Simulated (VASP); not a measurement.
# Cu (I4/mmm) in VASP: single point with PBEsol

Aim: the single point of Cu with PBEsol.

All numbers are computed with VASP 6.6.1; they aren't measurements. Logs are shortened: lines on timing, memory, paths and dates and some standing lists are left out, and cuts for length are marked.

### 1 The cell of the first run

It takes space group I4/mmm (No. 139, tetragonal). Conventional cell: a = 2.886 Å, b = 2.886 Å, c = 2.752 Å, α = 90.00°, β = 90.00°, γ = 90.00°. Cu (site symmetry 4/mmm) has 14 Cu at 2.46 to 2.89 Å within 3.2 Å.

### 2 Single point, PBEsol

INCAR

```
SYSTEM = Cu
PREC = Accurate ; ENCUT = 520
EDIFF = 1E-6 ; ISMEAR = -1
SIGMA = 0.1 ; LREAL = .FALSE.
LASPH = .TRUE. ; NELM = 60
ALGO = Normal ; ISIF = 2
LWAVE = .FALSE. ; LCHARG = .TRUE.
GGA = PS ; LELF = .TRUE.
LVHAR = .TRUE. ; NBANDS = 12
```

KPOINTS

```
regular mesh
0
G
  15 15 15
  0 0 0
```

POSCAR

```
Cu
1.0
   -1.4427930000      1.4427930000      1.3760810000
    1.4427930000     -1.4427930000      1.3760810000
    1.4427930000      1.4427930000     -1.3760810000
Cu
1
Direct
    0.0000000000      0.0000000000      0.0000000000
```

Potentials or basis: VASP PAW PBE potentials, release 64 (Cu).

On the command line:

```console
$ cat potpaw_PBE.64/Cu/POTCAR > POTCAR
$ mpirun -np 1 vasp_std > vasp.out
```

OUTCAR:

```text
SYSTEM = Cu
   PREC = Accurate
   ENCUT = 520
   EDIFF = 1E-6
   ISMEAR = -1
   LREAL = .FALSE.
   LASPH = .TRUE.
   NELM = 60
   ISIF = 2
   GGA = PS

 ion  position               nearest neighbor table
   1  0.000  0.000  0.000-

  LATTYP: Found a body centered tetragonal cell.
 ALAT       =     2.8855860000
 C/A-ratio  =     0.9537619049

  Lattice vectors:

 A1 = (  -1.4427930000,   1.4427930000,   1.3760810000)
 A2 = (   1.4427930000,  -1.4427930000,   1.3760810000)
 A3 = (   1.4427930000,   1.4427930000,  -1.3760810000)

Analysis of symmetry for initial positions (statically):
=====================================================================
 Subroutine PRICEL returns:
 Original cell was already a primitive cell.

 Routine SETGRP: Setting up the symmetry group for a
 body centered tetragonal supercell.

 Subroutine GETGRP returns: Found 16 space group operations
 (whereof 16 operations were pure point group operations)
 out of a pool of 16 trial point group operations.

The static configuration has the point symmetry D_4h.

Analysis of symmetry for dynamics (positions and initial velocities):
=====================================================================
 Subroutine PRICEL returns:
 Original cell was already a primitive cell.

 Routine SETGRP: Setting up the symmetry group for a
 body centered tetragonal supercell.

 Subroutine GETGRP returns: Found 16 space group operations
 (whereof 16 operations were pure point group operations)
 out of a pool of 16 trial point group operations.

The dynamic configuration has the point symmetry D_4h.

 Subroutine INISYM returns: Found 16 space group operations
 (whereof 16 operations are pure point group operations),
 and found     1 'primitive' translations

----------------------------------------------------------------------------------------

                                     Primitive cell

  volume of cell :      11.4581

  direct lattice vectors                    reciprocal lattice vectors
    -1.442793000  1.442793000  1.376081000     0.000000000  0.346550060  0.363350704
     1.442793000 -1.442793000  1.376081000     0.346550060  0.000000000  0.363350704
     1.442793000  1.442793000 -1.376081000     0.346550060  0.346550060  0.000000000

  length of vectors
     2.461077447  2.461077447  2.461077447     0.502116199  0.502116199  0.490095794

  position of ions in fractional coordinates (direct lattice)
     0.000000000  0.000000000  0.000000000

  ion indices of the primitive-cell ions
   primitive index   ion index
                 1           1

----------------------------------------------------------------------------------------

 KPOINTS: regular mesh

Automatic generation of k-mesh.
 Grid dimensions read from file:
 generate k-points for:   15   15   15

 Generating k-lattice:

  Cartesian coordinates                     Fractional coordinates (reciprocal lattice)
     0.000000000  0.023103337  0.024223380     0.066666667  0.000000000  0.000000000
     0.023103337  0.000000000  0.024223380     0.000000000  0.066666667  0.000000000
     0.023103337  0.023103337  0.000000000     0.000000000  0.000000000  0.066666667

  Length of vectors
     0.033474413  0.033474413  0.032673053

  Shift w.r.t. Gamma in fractional coordinates (k-lattice)
     0.000000000  0.000000000  0.000000000

 Subroutine IBZKPT returns following result:
 ===========================================

 Found    288 irreducible k-points:

 Following reciprocal coordinates:
            Coordinates               Weight
  0.000000  0.000000  0.000000      1.000000
  0.066667 -0.000000  0.000000      8.000000
  0.133333  0.000000  0.000000      8.000000
  0.200000  0.000000 -0.000000      8.000000
  0.266667  0.000000  0.000000      8.000000
  0.333333 -0.000000  0.000000      8.000000
[... 16 lines left out ...]
  0.133333  0.133333  0.000000      8.000000
  0.200000  0.133333  0.000000     16.000000
 [... further k-points ...]
   k-points           NKPTS =    288   k-points in BZ     NKDIM =    288   number of bands    NBANDS=     12
   number of dos      NEDOS =    301   number of ions     NIONS =      1
   total plane-waves  NPLWV =   5832
   dimension x,y,z NGX =    18 NGY =   18 NGZ =   18
   dimension x,y,z NGXF=    36 NGYF=   36 NGZF=   36
   ions per type =               1
   NGX,Y,Z   is equivalent  to a cutoff of  12.16, 12.16, 12.16 a.u.
   NGXF,Y,Z  is equivalent  to a cutoff of  24.32, 24.32, 24.32 a.u.
 SYSTEM =  Cu
   PREC   = accura    normal or accurate (medium, high low for compatibility)
   ISTART =      0    job   : 0-new  1-cont  2-samecut
   ICHARG =      2    charge: 1-file 2-atom 10-const
   ISPIN  =      1    spin polarized calculation?
   LNONCOLLINEAR =      F non collinear calculations
   LSORBIT =      F    spin-orbit coupling
   LASPH  =      T    aspherical Exc in radial PAW
   ENCUT  =  520.0 eV  38.22 Ry    6.18 a.u.   4.58  4.58  4.58*2*pi/ulx,y,z
   NELM   =     60;   NELMIN=  2; NELMDL= -5     # of ELM steps
   EDIFF  = 0.1E-05   stopping-criterion for ELM
   LREAL  =      F    real-space projection
   EDIFFG = 0.1E-04   stopping-criterion for IOM
   NSW    =      0    number of steps for IOM
   IBRION =     -1    ionic relax: 0-MD 1-quasi-New 2-CG
   NFREE  =      0    steps in history (QN), initial steepest desc. (CG)
   ISIF   =      2    stress and relaxation
   ISYM   =      2    0-nonsym 1-usesym 2-fastsym
   POTIM  = 0.5000    time-step for ionic-motion
   TEBEG  =    0.0;   TEEND  =   0.0 temperature during run
   PSTRESS=    0.0 pullay stress
   NELECT =      11.0000    total number of electrons
   NUPDOWN=      -1.0000    fix difference up-down
   EMIN   =  10.00;   EMAX   =-10.00  energy-range for DOS
   EFERMI =   0.00;   METHOD = LEGACY
   ISMEAR =    -1;   SIGMA  =   0.10  broadening in eV -4-tet -1-fermi 0-gaus
   EFERMI_NEDOS =   21; number of points for ismear=-14 and -15
   IALGO  =     38    algorithm
   IMIX   =      4    mixing-type and parameters
     AMIX     =   0.40;   BMIX     =  1.00
     AMIX_MAG =   1.60;   BMIX_MAG =  1.00
  volume/ion in A,a.u.               =      11.46        77.32
  Fermi-wavevector in a.u.,A,eV,Ry     =   1.614985  3.051878 35.486378  2.608175
  Thomas-Fermi vector in A             =   2.709805
   LORBIT       =      0    0 simple, 1 ext, 2 COOP (PROOUT), +10 PAW based schemes
   GGA     = PS    functional components
   LHFCALC =     F    Hartree Fock is set to
   AEXX    =    0.0000 exact exchange contribution
   IVDW    =     0    specifies the selected vdW correction
   LEPSILON=     F    determine dielectric tensor
   LRPA    =     F    only Hartree local field effects (RPA)
 non-spin polarized calculation
  energy-cutoff  :      520.00
  volume of cell :       11.46
 maximum number of plane-waves:       327
   NGX =  9   NGY =  9   NGZ =  9

 number of electron      10.9999998 magnetization

 Free energy of the ion-electron system (eV)
  ---------------------------------------------------
  ext. energy  EPLUGINS =         0.00000000
  ---------------------------------------------------
  free energy    TOTEN  =        -4.27906132 eV

  energy without entropy =       -4.27021132  energy(sigma->0) =       -4.27463632

 E-fermi :   7.7302     XC(G=0): -13.0862

 val. band max:        7.7127074331   @ k =  -0.3333   0.4000   0.2000
 cond. band min:       7.7403961286   @ k =  -0.2000   0.4667   0.0667
 fundamental gap:      0.0276886955
 Fermi energy:         7.7302110484

 k-point     1 :       0.0000    0.0000    0.0000
  band No.  band energies     occupation
      1      -1.8361      2.00000
      2       4.4590      2.00000
      3       4.6558      2.00000
      4       4.6558      2.00000
      5       5.5359      2.00000
      6       5.7450      2.00000
      7      32.6344      0.00000
      8      32.6344      0.00000
      9      33.8799      0.00000
     10      36.6645      0.00000
     11      36.6645      0.00000
     12      36.7064      0.00000

 k-point     2 :       0.0667   -0.0000    0.0000
  band No.  band energies     occupation
      1      -1.6581      2.00000
      2       4.4668      2.00000
      3       4.6510      2.00000
      4       4.6814      2.00000
      5       5.5361      2.00000
      6       5.7192      2.00000
      7      31.4911      0.00000
      8      32.1773      0.00000
      9      32.6289      0.00000
     10      34.7442      0.00000
     11      35.2598      0.00000
     12      35.8829      0.00000

 k-point     3 :       0.1333    0.0000    0.0000
  band No.  band energies     occupation
      1      -1.1331      2.00000
      2       4.4055      2.00000
      3       4.6255      2.00000
      4       4.8425      2.00000
      5       5.5339      2.00000
      6       5.6714      2.00000
      7      28.2353      0.00000
      8      30.8360      0.00000
      9      31.2131      0.00000
     10      32.6095      0.00000
     11      34.1121      0.00000
     12      36.0450      0.00000
[... 286 lines left out ...]
 k-point    23 :       0.1333    0.1333    0.0000
  band No.  band energies     occupation
      1       0.2158      2.00000
      2       4.2642      2.00000
      3       4.3987      2.00000
      4       5.3795      2.00000
      5       5.4886      2.00000
      6       5.7247      2.00000
      7      24.4805      0.00000
      8      25.1552      0.00000
      9      28.4174      0.00000
     10      32.7002      0.00000
     11      34.8832      0.00000
     12      36.3600      0.00000

 k-point    24 :       0.2000    0.1333    0.0000
  band No.  band energies     occupation
      1       1.2380      2.00000
      2       4.1393      2.00000
      3       4.3027      2.00000
      4       5.4615      2.00000
      5       5.7809      2.00000
      6       5.8739      2.00000
      7      21.2564      0.00000
      8      23.4367      0.00000
      9      27.0829      0.00000
     10      32.2714      0.00000
     11      35.2051      0.00000
     12      36.9710      0.00000

 [... further k-points ...]
[... 5 lines left out ...]
  --------------------------------------------------------------------------------------
  -------------------------------------------------------------------------------------
  Total       -0.0391884     -0.0391884     -0.0544380      0.0000000     -0.0000000     -0.0000000
  in kB       -5.4796909     -5.4796909     -7.6120287      0.0000000     -0.0000000     -0.0000000
  external PRESSURE =      -6.1904702 kB  Pullay stress =       0.0000000 kB

 VOLUME and BASIS-vectors are now :
 -----------------------------------------------------------------------------
  energy-cutoff  :      520.00
  volume of cell :       11.46
      direct lattice vectors                 reciprocal lattice vectors
    -1.442793000  1.442793000  1.376081000     0.000000000  0.346550060  0.363350704
     1.442793000 -1.442793000  1.376081000     0.346550060  0.000000000  0.363350704
     1.442793000  1.442793000 -1.376081000     0.346550060  0.346550060  0.000000000

 POSITION                                       TOTAL-FORCE (eV/Angst)
 -----------------------------------------------------------------------------------
      0.00000      0.00000      0.00000        -0.000000      0.000000      0.000000
 -----------------------------------------------------------------------------------
    total drift:                                0.000000     -0.000000      0.000000

  FREE ENERGIE OF THE ION-ELECTRON SYSTEM (eV)
  ---------------------------------------------------
  free  energy   TOTEN  =        -4.2790613191 eV

  energy  without entropy=       -4.2702113208  energy(sigma->0) =       -4.27463632
```

Run time: 20 s. Hardware: 1 thread of AMD EPYC 9R45 (Zen 5), shared host; peak memory 0.11 GiB.

Results:

| Quantity | Value |
| --- | --- |
| Free energy | -4.2791 eV |
| Pressure | -0.6 GPa |

Stress tensor (GPa, compression positive):
```
-0.55  0.00  0.00
 0.00 -0.55  0.00
 0.00  0.00 -0.76
```

Levels at points of the mesh, in eV from the Fermi level:
| k point | band 4 | band 5 | band 6 | band 7 | band 8 | band 9 |
| --- | --- | --- | --- | --- | --- | --- |
| (0.00, 0.00, 0.00) | -3.07 | -2.19 | -1.99 | 24.90 | 24.90 | 26.15 |

Caveat: the PAW data sets were made with another functional, which shifts forces and pressure a little.
